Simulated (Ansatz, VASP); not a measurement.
# Two plane-wave programs on BeTe

INCAR

```
SYSTEM = BeTe
PREC = Accurate
ENCUT = 600
EDIFF = 1E-7
ISMEAR = 0
SIGMA = 0.02
LREAL = .FALSE.
LASPH = .TRUE.
NELM = 120
ALGO = Normal
ISIF = 3
LWAVE = .FALSE.
LCHARG = .FALSE.
GGA = PE
IVDW = 12
IBRION = 2
NSW = 100
EDIFFG = -0.002
GGA_COMPAT = .FALSE.
NELMIN = 4
```

File KPOINTS:

```
regular mesh
0
G
  8 8 8
  0 0 0
```

The input POSCAR:

```
BeTe
1.0
    0.0000000000      2.8100000000      2.8100000000
    2.8100000000      0.0000000000      2.8100000000
    2.8100000000      2.8100000000      0.0000000000
Be Te
1 1
Direct
    0.0000000000      0.0000000000      0.0000000000
    0.2500000000      0.2500000000      0.2500000000
```

Input for Ansatz:

```yaml
crystal:
  lattice:
    - [0.0, 2.81, 2.81]
    - [2.81, 0.0, 2.81]
    - [2.81, 2.81, 0.0]
  atoms:
    - { symbol: Be, position: [0.0, 0.0, 0.0] }
    - { symbol: Te, position: [0.25, 0.25, 0.25] }
basis:
  ecutwfc: 420
kpoints:
  mp_grid: { grid: [8, 8, 8] }
hamiltonian:
  xc: pbe
  dispersion: d3bj
  pseudopotentials: { kind: paw, azcp: { folder: soft_1 } }
scf:
  occupations: { method: gaussian, width: 0.02 }
output:
  forces: true
  stress: true
  eigenvalues: true
  write_density: true
  write_potential: true
  elf: true
  volumetric_format: npy
relax:
  adjacent_minimum: "off"
  f_tol: 0.002
  max_steps: 80
  cell: { stress_tol: 0.02 }
```

Alike in both runs: task relaxation of cell and atoms; functional PBE; dispersion D3(BJ); k mesh 8 × 8 × 8; occupations gaussian, width 0.02 eV; no spin polarisation.

|  | VASP | Ansatz |
| --- | --- | --- |
| version | VASP 6.6.1 | Ansatz 0.2.0 |
| potentials or method | VASP PAW PBE potentials, release 64 (Be, Te), cutoff 600 eV | scalar-relativistic, plane waves, PAW |
| valence electrons in the cell | 8 | 18 |

```tsv
	VASP	Ansatz	Ansatz less VASP
gap on the k mesh at the Fermi level, each at its own relaxed structure (eV)	1.91	1.92	+0.009
relaxed volume (Å³/atom)	21.79	21.74	-0.048
relaxed cell length with the largest relative difference (Å)	3.950	3.947	-0.0029
```

VASP's potentials hold 8 valence electrons a cell and Ansatz's 18, so a difference there can come from the potentials and not from the codes.

Spin-orbit coupling is off throughout.
